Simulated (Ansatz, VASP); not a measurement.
Ta2Bi2O in VASP and in Ansatz

```
CELL_PARAMETERS angstrom
5.17821 0.00000 0.00000
0.00000 5.17821 0.00000
0.00000 0.00000 3.85985
ATOMIC_POSITIONS crystal
Ta 0.50000 0.50000 0.50000
Ta 0.00000 0.00000 0.50000
Bi 0.00000 0.50000 0.00000
Bi 0.50000 0.00000 0.00000
O 0.00000 0.00000 0.00000
```

Alike in both runs: functional PBE; k mesh 4 × 4 × 4; occupations gaussian, width 0.1 eV; no spin polarisation.

Ansatz relaxed the structure, and its values are those at the end. VASP's run is a single point on that final structure, the one shown.

```csv
,VASP,Ansatz
version,VASP 6.6.1,Ansatz 0.2.0
potentials or method,"VASP PAW PBE potentials, release 64 (Ta_pv, Bi_d, O), cutoff 520 eV","scalar-relativistic, plane waves, PAW"
valence electrons in the cell,58,62
```

|  | VASP | Ansatz | Ansatz less VASP |
| --- | --- | --- | --- |
| gap on the k mesh at the Fermi level (eV) | none | none | - |
| pressure (GPa) | 0.2 | 0.1 | -0.13 |

A gap of «none» marks a metal or a gap that the smearing closes. VASP's potentials hold 58 valence electrons a cell and Ansatz's 62, so a difference there can come from the potentials and not from the codes.

The k mesh is coarse, so the values compare programs but aren't converged. Spin-orbit coupling is off throughout.
